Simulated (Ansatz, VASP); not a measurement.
## PtSe2: VASP beside Ansatz

```xyz
3
Lattice="3.7487 0.0000 0.0000 -1.8743 3.2464 0.0000 0.0000 0.0000 5.0955" Properties=species:S:1:pos:R:3 pbc="T T T"
Pt    0.0000    0.0000    0.0000
Se    1.8743    1.0821    3.8216
Se    0.0000    2.1643    1.2739
```

Alike in both runs: task single point; functional BLYP; dispersion D3(BJ); k mesh 8 × 8 × 5; occupations fermi-dirac, width 0.05 eV; no spin polarisation.

|  | VASP | Ansatz |
| --- | --- | --- |
| version | VASP 6.6.1 | Ansatz 0.2.0 |
| potentials or method | VASP PAW PBE potentials, release 64 (Pt, Se) | Ansatz PAW |
| plane-wave cutoff (eV) | 520 | 420 |
| valence electrons in the cell | 22 | 50 |

Ansatz gave:

```
gap on the k mesh at the Fermi level (eV)                     : none
pressure (GPa)                                                : 3.2
traceless stress, the component that is largest in VASP (GPa) : -1.23
rms of the force components (eV/Å)                            : 0.404
```

**Question.** Which values does VASP return?

**Answer.** gap on the k mesh at the Fermi level (eV): none; pressure (GPa): 3.8; traceless stress, the component that is largest in VASP (GPa): -1.40; rms of the force components (eV/Å): 0.436.

VASP's potentials were made for PBE, not for BLYP. Atom by atom the forces differ by 0.032 eV/Å (rms over components). A gap of «none» marks a metal or a gap that the smearing closes. VASP's potentials hold 22 valence electrons a cell and Ansatz's 50, so a difference there can come from the potentials and not from the codes.

Spin-orbit coupling is off throughout.
